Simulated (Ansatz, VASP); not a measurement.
## One calculation of GeSb4Se, two programs

```
Ge Sb Se
1.0
     4.70575    0.00000    0.00000
     0.00000    4.70575    0.00000
     0.00000    0.00000    6.66159
Ge Sb Se
1 4 1
Direct
  0.50000 0.50000 0.50000
  0.50000 0.00000 0.74647
  0.00000 0.50000 0.25353
  0.50000 0.00000 0.25353
  0.00000 0.50000 0.74647
  0.00000 0.00000 0.00000
```

Change from the starting cell: species swapped into the TbCeO4 type (P4/mmm, No. 123).

Alike in both runs: task single point; functional PBE; k mesh 4 × 4 × 4; occupations gaussian, width 0.1 eV; no spin polarisation.

|  | VASP | Ansatz |
| --- | --- | --- |
| version | VASP 6.6.1 | Ansatz 0.2.0 |
| potentials or method | VASP PAW PBE potentials, release 64 (Ge_d, Sb, Se), cutoff 520 eV | scalar-relativistic, plane waves, PAW |
| valence electrons in the cell | 40 | 90 |

|  | VASP | Ansatz | Ansatz less VASP |
| --- | --- | --- | --- |
| gap on the k mesh at the Fermi level (eV) | none | none | - |
| pressure (GPa) | 11.0 | 11.0 | +0.04 |
| traceless stress, the component that is largest in VASP (GPa) | -0.29 | -0.28 | +0.012 |
| rms of the force components (eV/Å) | 0.084 | 0.080 | -0.0044 |

Atom by atom the forces differ by 0.004 eV/Å (rms over components). A gap of «none» marks a metal or a gap that the smearing closes. VASP's potentials hold 40 valence electrons a cell and Ansatz's 90, so a difference there can come from the potentials and not from the codes.

Spin-orbit coupling is off throughout.
